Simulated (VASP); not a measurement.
C: single point with PBE+D3(BJ)

C, a slab with vacuum:

```
CELL_PARAMETERS angstrom
2.46565 0.00000 0.00000
-1.23283 2.13532 0.00000
0.00000 0.00000 17.50007
ATOMIC_POSITIONS crystal
C 0.66667 0.33333 0.25714
C 0.33333 0.66667 0.25714
C 0.00000 0.33333 0.44172
C 0.66667 0.66667 0.44171
```

```json
{
  "Program": "VASP 6.6.1",
  "Task": "single point",
  "Functional": "PBE",
  "Dispersion": "D3(BJ)",
  "Potentials or basis": "VASP PAW PBE potentials, release 64 (C)",
  "Cutoff": "520 eV",
  "k mesh": "15 × 15 × 1",
  "Occupations": "gaussian, width 0.1 eV",
  "Spin": "no spin polarisation"
}
```

| Quantity | Value |
| --- | --- |
| Largest force | 0.057 eV/Å |
| Band gap on the k mesh | 0.48 eV, direct |
| Dispersion energy per atom | -0.123 eV |

Forces in eV/Å, atoms in the order of the input:
```
C   -0.016  0.002 -0.054
C   -0.016 -0.002 -0.054
C    0.016  0.002  0.054
C    0.016 -0.002  0.054
```

Levels at points of the mesh, in eV from the valence-band top:
```csv
k point,band 5,band 6,band 7,band 8,band 9,band 10,band 11,band 12
"(0.00, 0.00, 0.00)",-2.79,-2.79,-2.77,-2.77,3.70,4.14,5.07,6.77
```

It took 55 s on 1 thread of Intel(R) Xeon(R) 6975P-C (Granite Rapids), with other jobs on the host, peak memory 0.23 GiB.
